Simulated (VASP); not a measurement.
# YSi2Ir2 (P4/nmm) in VASP: further runs

YSi2Ir2 is run at these levels: LDA; tasks: single point.

Everything below comes from runs of VASP 6.6.1. Logs are shortened: lines on timing, memory, paths and dates and some standing lists are left out, and cuts for length are marked.

## Step 1: The cell of the first run

The structure is tetragonal, space group P4/nmm (No. 129). Conventional cell: a = 4.003 Å, b = 4.003 Å, c = 9.555 Å, α = 90.00°, β = 90.00°, γ = 90.00°. Y (site symmetry 4mm) has 9 Si at 3.05 to 3.68 Å and 9 Ir at 3.06 to 3.57 Å within 4.0 Å. Within 3.1 Å of Si (site symmetry -4m2) lie 4 Ir at 2.34 Å and 4 Si at 2.83 Å. Within 3.0 Å of Si (site symmetry 4mm) lie 5 Ir at 2.30 to 2.37 Å. Ir (site symmetry -4m2) has 4 Si at 2.37 Å and 4 Ir at 2.83 Å within 3.1 Å. Ir (site symmetry 4mm) has 5 Si at 2.30 to 2.34 Å within 3.0 Å.

## Step 2: Single point, LDA

Input file INCAR:

```
SYSTEM = YSi2Ir2
PREC = Accurate
ENCUT = 520
EDIFF = 1E-6
ISMEAR = 1
SIGMA = 0.1
LREAL = .FALSE.
LASPH = .TRUE.
NELM = 60
ALGO = Normal
ISIF = 2
LWAVE = .FALSE.
LCHARG = .TRUE.
LELF = .TRUE.
LVHAR = .TRUE.
NBANDS = 48
```

Input file KPOINTS:

```
Automatic mesh
0
G
  7 7 3
  0 0 0
```

Input file POSCAR:

```
YSi2Ir2
1.0
    4.0029697152      0.0000000000      0.0000000000
    0.0000000000      4.0029697152      0.0000000000
    0.0000000000      0.0000000000      9.5552224046
Y Si Ir
2 4 4
Direct
    0.5000000000      0.0000000000      0.2520000000
    0.0000000000      0.5000000000      0.7480000000
    0.0000000000      0.0000000000      0.5000000000
    0.5000000000      0.5000000000      0.5000000000
    0.5000000000      0.0000000000      0.8670000000
    0.0000000000      0.5000000000      0.1330000000
    0.0000000000      0.0000000000      0.0000000000
    0.5000000000      0.5000000000      0.0000000000
    0.5000000000      0.0000000000      0.6260000000
    0.0000000000      0.5000000000      0.3740000000
```

Potentials or basis: VASP PAW LDA potentials, release 64 (Y_sv, Si, Ir).

Started as:

```
> cat potpaw_LDA.64/Y_sv/POTCAR potpaw_LDA.64/Si/POTCAR potpaw_LDA.64/Ir/POTCAR > POTCAR
> mpirun -np 1 vasp_std > vasp.out
```

OUTCAR:

```text
SYSTEM = YSi2Ir2
   PREC = Accurate
   ENCUT = 520
   EDIFF = 1E-6
   ISMEAR = 1
   LREAL = .FALSE.
   LASPH = .TRUE.
   NELM = 60
   ISIF = 2

 ion  position               nearest neighbor table
   1  0.500  0.000  0.252-   6 3.05   6 3.05   6 3.05   6 3.05  10 3.06  10 3.06  10 3.06  10 3.06
                             4 3.10   3 3.10   4 3.10   3 3.10   7 3.13   8 3.13   7 3.13   8 3.13
   2  0.000  0.500  0.748-   5 3.05   5 3.05   5 3.05   5 3.05   9 3.06   9 3.06   9 3.06   9 3.06
                             3 3.10   3 3.10   4 3.10   4 3.10   8 3.13   8 3.13   7 3.13   7 3.13
   3  0.000  0.000  0.500-   9 2.34  10 2.34  10 2.34   9 2.34   4 2.83   4 2.83   4 2.83   4 2.83
                             1 3.10   2 3.10   2 3.10   1 3.10
   4  0.500  0.500  0.500-   9 2.34  10 2.34   9 2.34  10 2.34   3 2.83   3 2.83   3 2.83   3 2.83
                             2 3.10   1 3.10   2 3.10   1 3.10
   5  0.500  0.000  0.867-   9 2.30   8 2.37   7 2.37   8 2.37   7 2.37   2 3.05   2 3.05   2 3.05
                             2 3.05   1 3.68
   6  0.000  0.500  0.133-  10 2.30   8 2.37   7 2.37   7 2.37   8 2.37   1 3.05   1 3.05   1 3.05
                             1 3.05   2 3.68
   7  0.000  0.000  0.000-   5 2.37   6 2.37   6 2.37   5 2.37   8 2.83   8 2.83   8 2.83   8 2.83
                             1 3.13   2 3.13   2 3.13   1 3.13
   8  0.500  0.500  0.000-   5 2.37   6 2.37   5 2.37   6 2.37   7 2.83   7 2.83   7 2.83   7 2.83
                             2 3.13   1 3.13   2 3.13   1 3.13
   9  0.500  0.000  0.626-   5 2.30   4 2.34   3 2.34   4 2.34   3 2.34   2 3.06   2 3.06   2 3.06
                             2 3.06   1 3.57
  10  0.000  0.500  0.374-   6 2.30   4 2.34   3 2.34   3 2.34   4 2.34   1 3.06   1 3.06   1 3.06
                             1 3.06   2 3.57

  LATTYP: Found a simple tetragonal cell.
 ALAT       =     4.0029697152
 C/A-ratio  =     2.3870333988

  Lattice vectors:

 A1 = (   4.0029697152,   0.0000000000,   0.0000000000)
 A2 = (   0.0000000000,   4.0029697152,   0.0000000000)
 A3 = (   0.0000000000,   0.0000000000,   9.5552224046)

Analysis of symmetry for initial positions (statically):
=====================================================================
 Subroutine PRICEL returns:
 Original cell was already a primitive cell.

 Routine SETGRP: Setting up the symmetry group for a
 simple tetragonal supercell.

 Subroutine GETGRP returns: Found 16 space group operations
 (whereof  8 operations were pure point group operations)
 out of a pool of 16 trial point group operations.

The static configuration has the point symmetry D_2d.
 The point group associated with its full space group is D_4h.

Analysis of symmetry for dynamics (positions and initial velocities):
=====================================================================
 Subroutine PRICEL returns:
 Original cell was already a primitive cell.

 Routine SETGRP: Setting up the symmetry group for a
 simple tetragonal supercell.

 Subroutine GETGRP returns: Found 16 space group operations
 (whereof  8 operations were pure point group operations)
 out of a pool of 16 trial point group operations.

The dynamic configuration has the point symmetry D_2d.
 The point group associated with its full space group is D_4h.

 Subroutine INISYM returns: Found 16 space group operations
 (whereof  8 operations are pure point group operations),
 and found     1 'primitive' translations

----------------------------------------------------------------------------------------

                                     Primitive cell

  volume of cell :     153.1107

  direct lattice vectors                    reciprocal lattice vectors
     4.002969715  0.000000000  0.000000000     0.249814530  0.000000000  0.000000000
     0.000000000  4.002969715  0.000000000     0.000000000  0.249814530  0.000000000
     0.000000000  0.000000000  9.555222405     0.000000000  0.000000000  0.104654812

  length of vectors
     4.002969715  4.002969715  9.555222405     0.249814530  0.249814530  0.104654812

  position of ions in fractional coordinates (direct lattice)
     0.500000000  0.000000000  0.252000000
     0.000000000  0.500000000  0.748000000
     0.000000000  0.000000000  0.500000000
     0.500000000  0.500000000  0.500000000
     0.500000000  0.000000000  0.867000000
     0.000000000  0.500000000  0.133000000
     0.000000000  0.000000000  0.000000000
     0.500000000  0.500000000  0.000000000
     0.500000000  0.000000000  0.626000000
     0.000000000  0.500000000  0.374000000

  ion indices of the primitive-cell ions
   primitive index   ion index
                 1           1
                 2           2
                 3           3
                 4           4
                 5           5
                 6           6
                 7           7
                 8           8
                 9           9
                10          10

----------------------------------------------------------------------------------------

 KPOINTS: Automatic mesh

Automatic generation of k-mesh.
 Grid dimensions read from file:
 generate k-points for:    7    7    3

 Generating k-lattice:

  Cartesian coordinates                     Fractional coordinates (reciprocal lattice)
     0.035687790  0.000000000  0.000000000     0.142857143  0.000000000  0.000000000
     0.000000000  0.035687790  0.000000000     0.000000000  0.142857143  0.000000000
     0.000000000  0.000000000  0.034884937     0.000000000  0.000000000  0.333333333

  Length of vectors
     0.035687790  0.035687790  0.034884937

  Shift w.r.t. Gamma in fractional coordinates (k-lattice)
     0.000000000  0.000000000  0.000000000

 Subroutine IBZKPT returns following result:
 ===========================================

 Found     20 irreducible k-points:

 Following reciprocal coordinates:
            Coordinates               Weight
  0.000000  0.000000  0.000000      1.000000
  0.142857  0.000000  0.000000      4.000000
  0.285714  0.000000  0.000000      4.000000
  0.428571  0.000000  0.000000      4.000000
  0.142857  0.142857  0.000000      4.000000
  0.285714  0.142857  0.000000      8.000000
[... 12 lines left out ...]
  0.428571  0.285714  0.333333     16.000000
  0.428571  0.428571  0.333333      8.000000
   k-points           NKPTS =     20   k-points in BZ     NKDIM =     20   number of bands    NBANDS=     48
   number of dos      NEDOS =    301   number of ions     NIONS =     10
   total plane-waves  NPLWV =  64800
   dimension x,y,z NGX =    30 NGY =   30 NGZ =   72
   dimension x,y,z NGXF=    60 NGYF=   60 NGZF=  144
   ions per type =               2   4   4
   NGX,Y,Z   is equivalent  to a cutoff of  12.46, 12.46, 12.53 a.u.
   NGXF,Y,Z  is equivalent  to a cutoff of  24.92, 24.92, 25.05 a.u.
 SYSTEM =  YSi2Ir2
   PREC   = accura    normal or accurate (medium, high low for compatibility)
   ISTART =      0    job   : 0-new  1-cont  2-samecut
   ICHARG =      2    charge: 1-file 2-atom 10-const
   ISPIN  =      1    spin polarized calculation?
   LNONCOLLINEAR =      F non collinear calculations
   LSORBIT =      F    spin-orbit coupling
   LASPH  =      T    aspherical Exc in radial PAW
   ENCUT  =  520.0 eV  38.22 Ry    6.18 a.u.   7.44  7.44 17.77*2*pi/ulx,y,z
   NELM   =     60;   NELMIN=  2; NELMDL= -5     # of ELM steps
   EDIFF  = 0.1E-05   stopping-criterion for ELM
   LREAL  =      F    real-space projection
   EDIFFG = 0.1E-04   stopping-criterion for IOM
   NSW    =      0    number of steps for IOM
   IBRION =     -1    ionic relax: 0-MD 1-quasi-New 2-CG
   NFREE  =      0    steps in history (QN), initial steepest desc. (CG)
   ISIF   =      2    stress and relaxation
   ISYM   =      2    0-nonsym 1-usesym 2-fastsym
   POTIM  = 0.5000    time-step for ionic-motion
   TEBEG  =    0.0;   TEEND  =   0.0 temperature during run
   PSTRESS=    0.0 pullay stress
   NELECT =      74.0000    total number of electrons
   NUPDOWN=      -1.0000    fix difference up-down
   EMIN   =  10.00;   EMAX   =-10.00  energy-range for DOS
   EFERMI =   0.00;   METHOD = LEGACY
   ISMEAR =     1;   SIGMA  =   0.10  broadening in eV -4-tet -1-fermi 0-gaus
   EFERMI_NEDOS =   21; number of points for ismear=-14 and -15
   IALGO  =     38    algorithm
   IMIX   =      4    mixing-type and parameters
     AMIX     =   0.40;   BMIX     =  1.00
     AMIX_MAG =   1.60;   BMIX_MAG =  1.00
  volume/ion in A,a.u.               =      15.31       103.32
  Fermi-wavevector in a.u.,A,eV,Ry     =   1.284745  2.427816 22.457364  1.650570
  Thomas-Fermi vector in A             =   2.416920
   LORBIT       =      0    0 simple, 1 ext, 2 COOP (PROOUT), +10 PAW based schemes
   GGA     = CA    functional components
   LHFCALC =     F    Hartree Fock is set to
   AEXX    =    0.0000 exact exchange contribution
   IVDW    =     0    specifies the selected vdW correction
   LEPSILON=     F    determine dielectric tensor
   LRPA    =     F    only Hartree local field effects (RPA)
 non-spin polarized calculation
 Methfessel and Paxton  Order N= 1 SIGMA  =   0.10
  energy-cutoff  :      520.00
  volume of cell :      153.11
 maximum number of plane-waves:      4179
 NGX is ok and might be reduce to    30
   NGX = 15   NGY = 15   NGZ = 35

 number of electron      74.0000016 magnetization

 Free energy of the ion-electron system (eV)
  ---------------------------------------------------
  ext. energy  EPLUGINS =         0.00000000
  ---------------------------------------------------
  free energy    TOTEN  =       -89.92709405 eV

  energy without entropy =      -89.92812260  energy(sigma->0) =      -89.92743690

 E-fermi :   8.8304     XC(G=0): -12.3910

 val. band max:        8.8106513262   @ k =   0.4286   0.2857   0.0000
 cond. band min:       8.8359748905   @ k =   0.1429   0.0000   0.0000
 fundamental gap:      0.0253235643
 Fermi energy:         8.8304148888

 k-point     1 :       0.0000    0.0000    0.0000
  band No.  band energies     occupation
      1     -32.9755      2.00000
      2     -32.9746      2.00000
      3     -13.3097      2.00000
      4     -13.2736      2.00000
      5     -13.1233      2.00000
      6     -13.1233      2.00000
[... 1009 lines left out ...]
     47      14.2100      0.00000
     48      14.4588      0.00000

------------------------ aborting loop because EDIFF is reached ----------------------------------------

  FORCE on cell =-STRESS in cart. coord.  units (eV):
  Direction    XX          YY          ZZ          XY          YZ          ZX
  --------------------------------------------------------------------------------------
  -------------------------------------------------------------------------------------
  Total       12.0123640     12.0123640     10.2013147      0.0000000      0.0000000      0.0000000
  in kB      125.6995306    125.6995306    106.7483859      0.0000000      0.0000000      0.0000000
  external PRESSURE =     119.3824824 kB  Pullay stress =       0.0000000 kB

 VOLUME and BASIS-vectors are now :
 -----------------------------------------------------------------------------
  energy-cutoff  :      520.00
  volume of cell :      153.11
      direct lattice vectors                 reciprocal lattice vectors
     4.002969715  0.000000000  0.000000000     0.249814530  0.000000000  0.000000000
     0.000000000  4.002969715  0.000000000     0.000000000  0.249814530  0.000000000
     0.000000000  0.000000000  9.555222405     0.000000000  0.000000000  0.104654812

 POSITION                                       TOTAL-FORCE (eV/Angst)
 -----------------------------------------------------------------------------------
      2.00148      0.00000      2.40792        -0.000000     -0.000000      0.138124
      0.00000      2.00148      7.14731        -0.000000     -0.000000     -0.138124
      0.00000      0.00000      4.77761         0.000000      0.000000      0.000000
      2.00148      2.00148      4.77761         0.000000     -0.000000      0.000000
      2.00148      0.00000      8.28438         0.000000      0.000000     -0.115426
      0.00000      2.00148      1.27084         0.000000     -0.000000      0.115426
      0.00000      0.00000      0.00000         0.000000      0.000000      0.000000
      2.00148      2.00148      0.00000         0.000000     -0.000000      0.000000
      2.00148      0.00000      5.98157         0.000000     -0.000000      0.715274
      0.00000      2.00148      3.57365         0.000000      0.000000     -0.715274
 -----------------------------------------------------------------------------------
    total drift:                                0.000000      0.000000      0.000000

  FREE ENERGIE OF THE ION-ELECTRON SYSTEM (eV)
  ---------------------------------------------------
  free  energy   TOTEN  =       -89.9270940541 eV

  energy  without entropy=      -89.9281225999  energy(sigma->0) =      -89.92743690
```

Wall time 3.2 min (1 thread of Intel Xeon 6975P-C, shared host); peak memory 0.29 GiB.

Results:

```yaml
Free_energy: -89.9271 eV
Pressure: 11.9 GPa
Largest_force: 0.715 eV/Å
Band_gap_on_the_k_mesh: zero (band 37 reaches 9.70 eV, above the bottom of band 38 at 7.68 eV)
```

Forces in eV/Å, atoms in the order of the input:
```
Y    0.000  0.000  0.138
Y    0.000  0.000 -0.138
Si   0.000  0.000  0.000
Si   0.000  0.000  0.000
Si   0.000  0.000 -0.115
Si   0.000  0.000  0.115
Ir   0.000  0.000  0.000
Ir   0.000  0.000  0.000
Ir   0.000  0.000  0.715
Ir   0.000  0.000 -0.715
```

Caveat: spin-orbit coupling is left out, which moves the levels of the heavy elements.

## Step 3: Single point, LDA

This run uses another cell than the first one, of 15.79 Å³/atom, 1.032 times its volume.

Input file INCAR:

```
SYSTEM = YSi2Ir2
  ALGO = Normal
  EDIFF = 1E-6
  ENCUT = 520
  GGA = CA
  ISIF = 2
  ISMEAR = 1
  LASPH = .TRUE.
  LCHARG = .TRUE.
  LELF = .TRUE.
  LREAL = .FALSE.
  LVHAR = .TRUE.
  LWAVE = .FALSE.
  NBANDS = 48
  NELM = 60
  PREC = Accurate
  SIGMA = 0.1
```

Input file KPOINTS:

```
k-points
0
G
  7 7 3
  0 0 0
```

POSCAR: that of step 2 with these lines changed.

```diff
@@ -2,5 +2,5 @@
 1.0
-    4.0029697152      0.0000000000      0.0000000000
-    0.0000000000      4.0029697152      0.0000000000
-    0.0000000000      0.0000000000      9.5552224046
+    4.0446703175      0.0000000000      0.0000000000
+    0.0000000000      4.0446703175      0.0000000000
+    0.0000000000      0.0000000000      9.6547631350
 Y Si Ir
```

Potentials or basis: VASP PAW LDA potentials, release 64 (Y_sv, Si, Ir).

Started as:

```
> cat potpaw_LDA.64/Y_sv/POTCAR potpaw_LDA.64/Si/POTCAR potpaw_LDA.64/Ir/POTCAR > POTCAR
> mpirun -np 1 vasp_std > vasp.out
```

OUTCAR:

```text
SYSTEM = YSi2Ir2
   EDIFF = 1E-6
   ENCUT = 520
   GGA = CA
   ISIF = 2
   ISMEAR = 1
   LASPH = .TRUE.
   LREAL = .FALSE.
   NELM = 60
   PREC = Accurate

 ion  position               nearest neighbor table
   1  0.500  0.000  0.252-   6 3.08   6 3.08   6 3.08   6 3.08  10 3.09  10 3.09  10 3.09  10 3.09
                             4 3.13   3 3.13   4 3.13   3 3.13   7 3.16   8 3.16   7 3.16   8 3.16
   2  0.000  0.500  0.748-   5 3.08   5 3.08   5 3.08   5 3.08   9 3.09   9 3.09   9 3.09   9 3.09
                             3 3.13   3 3.13   4 3.13   4 3.13   8 3.16   8 3.16   7 3.16   7 3.16
   3  0.000  0.000  0.500-   9 2.36  10 2.36  10 2.36   9 2.36   4 2.86   4 2.86   4 2.86   4 2.86
                             1 3.13   2 3.13   2 3.13   1 3.13
   4  0.500  0.500  0.500-   9 2.36  10 2.36   9 2.36  10 2.36   3 2.86   3 2.86   3 2.86   3 2.86
[... 1251 lines left out ...]
  energy-cutoff  :      520.00
  volume of cell :      157.95
      direct lattice vectors                 reciprocal lattice vectors
     4.044670317  0.000000000  0.000000000     0.247238940  0.000000000  0.000000000
     0.000000000  4.044670317  0.000000000     0.000000000  0.247238940  0.000000000
     0.000000000  0.000000000  9.654763135     0.000000000  0.000000000  0.103575819

 POSITION                                       TOTAL-FORCE (eV/Angst)
 -----------------------------------------------------------------------------------
      2.02234      0.00000      2.43300         0.000000      0.000000      0.126956
      0.00000      2.02234      7.22176        -0.000000      0.000000     -0.126956
      0.00000      0.00000      4.82738        -0.000000     -0.000000      0.000000
      2.02234      2.02234      4.82738        -0.000000      0.000000      0.000000
      2.02234      0.00000      8.37068        -0.000000      0.000000      0.017559
      0.00000      2.02234      1.28408        -0.000000     -0.000000     -0.017559
      0.00000      0.00000      0.00000        -0.000000      0.000000      0.000000
      2.02234      2.02234      0.00000        -0.000000      0.000000      0.000000
      2.02234      0.00000      6.04388        -0.000000      0.000000      0.537415
      0.00000      2.02234      3.61088         0.000000     -0.000000     -0.537415
 -----------------------------------------------------------------------------------
    total drift:                                0.000000      0.000000      0.000000

  FREE ENERGIE OF THE ION-ELECTRON SYSTEM (eV)
  ---------------------------------------------------
  free  energy   TOTEN  =       -90.1724137230 eV

  energy  without entropy=      -90.1741490505  energy(sigma->0) =      -90.17299217
```

Wall time 3.3 min (1 thread of Intel Xeon 6975P-C, shared host); peak memory 0.29 GiB.

Results:

| Property | Result |
| --- | --- |
| Free energy | -90.1724 eV |
| Pressure | 4.4 GPa |
| Largest force | 0.537 eV/Å |
| Band gap on the k mesh | zero (band 37 reaches 9.27 eV, above the bottom of band 38 at 7.34 eV) |

Forces in eV/Å, atoms in the order of the input:
```
Y    0.000  0.000  0.127
Y    0.000  0.000 -0.127
Si   0.000  0.000  0.000
Si   0.000  0.000  0.000
Si   0.000  0.000  0.018
Si   0.000  0.000 -0.018
Ir   0.000  0.000  0.000
Ir   0.000  0.000  0.000
Ir   0.000  0.000  0.537
Ir   0.000  0.000 -0.537
```

Stress tensor (GPa, compression positive):
```
4.96 0.00 0.00
0.00 4.96 0.00
0.00 0.00 3.35
```

Caveat: spin-orbit coupling is left out, which moves the levels of the heavy elements.

## Step 4: Single point, LDA

This run uses another cell than the first one, of 16.28 Å³/atom, 1.063 times its volume.

Input file INCAR:

```
SYSTEM = YSi2Ir2
ALGO = Normal ; EDIFF = 1E-6
ENCUT = 520 ; GGA = CA
ISIF = 2 ; ISMEAR = 1
LASPH = .True. ; LCHARG = .False.
LREAL = .False. ; LWAVE = .False.
NBANDS = 48 ; NELM = 60
PREC = Accurate ; SIGMA = 0.1
```

Input file KPOINTS:

```
k-points
0
Gamma
  7 7 3
  0 0 0
```

POSCAR: that of step 3 with these lines changed.

```diff
@@ -2,5 +2,5 @@
 1.0
-    4.0446703175      0.0000000000      0.0000000000
-    0.0000000000      4.0446703175      0.0000000000
-    0.0000000000      0.0000000000      9.6547631350
+    4.0855283386      0.0000000000      0.0000000000
+    0.0000000000      4.0855283386      0.0000000000
+    0.0000000000      0.0000000000      9.7522925960
 Y Si Ir
```

Started as:

```
> cat potpaw_LDA.64/Y_sv/POTCAR potpaw_LDA.64/Si/POTCAR potpaw_LDA.64/Ir/POTCAR > POTCAR
> mpirun -np 1 vasp_std > vasp.out
```

Wall time 3.9 min (1 thread of Intel Xeon 6975P-C, shared host); peak memory 0.3 GiB.

The run converged. Its results:

- Free energy: -90.2086 eV
- Pressure: -1.9 GPa
- Largest force: 0.379 eV/Å
- Band gap on the k mesh: zero (band 37 reaches 8.84 eV, above the bottom of band 38 at 7.02 eV)

Forces in eV/Å, atoms in the order of the input:
```
Y    0.000  0.000  0.115
Y    0.000  0.000 -0.115
Si   0.000  0.000  0.000
Si   0.000  0.000  0.000
Si   0.000  0.000  0.137
Si   0.000  0.000 -0.137
Ir   0.000  0.000  0.000
Ir   0.000  0.000  0.000
Ir   0.000  0.000  0.379
Ir   0.000  0.000 -0.379
```

Stress tensor (GPa, compression positive):
```
-1.49  0.00  0.00
 0.00 -1.49  0.00
 0.00  0.00 -2.86
```

Levels at points of the mesh, in eV from the Fermi level:
| k point | band 34 | band 35 | band 36 | band 37 | band 38 | band 39 |
| --- | --- | --- | --- | --- | --- | --- |
| (0.00, 0.00, 0.00) | -0.66 | 0.01 | 0.01 | 0.74 | 0.91 | 1.79 |

Caveat: spin-orbit coupling is left out, which moves the levels of the heavy elements.

(Part 1 of 2 ends here.)
